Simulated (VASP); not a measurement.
Runs of VASP 6.6.1 on WC. The structure is that of space group P-6m2 (No. 187), or close to it. The cells are those of the table. 

| cell | gap on the mesh (eV) | pressure (GPa) |
| --- | --- | --- |
| a = 3.018, b = 3.018, c = 2.946 Å, angles 90.0, 90.0, 120.0°, 2 atoms | none | -34.1 |
| a = 2.982, b = 2.982, c = 2.910 Å, angles 90.0, 90.0, 120.0°, 2 atoms | none | -24.1 |
| a = 2.945, b = 2.945, c = 2.874 Å, angles 90.0, 90.0, 120.0°, 2 atoms | none | -11.8 |
| a = 2.867, b = 2.867, c = 2.798 Å, angles 90.0, 90.0, 120.0°, 2 atoms | none | (b) |
| a = 2.906, b = 2.907, c = 2.837 Å, angles 90.0, 90.0, 120.0°, 2 atoms | none | (a) |

Alike in all rows: task single point; level r2SCAN; potentials or basis VASP PAW PBE potentials, release 64 (W_sv, C); no spin polarisation; k mesh 11 × 11 × 10; cutoff (eV) 520; smearing gaussian 0.1 eV.

Problem. Fill in the values left out.

Solution. (a) 3.4; (b) 22.1.

Caveats: the PAW data sets were made with another functional, which shifts forces and pressure a little; spin-orbit coupling is left out, which moves the levels of the heavy elements; the cell stands under tension (at least some runs); the cell stands under pressure (at least some runs).

A k mesh can miss the band edges, and the runs leave out spin-orbit coupling on W.

A gap of «none» marks levels without a gap at the run's occupations.
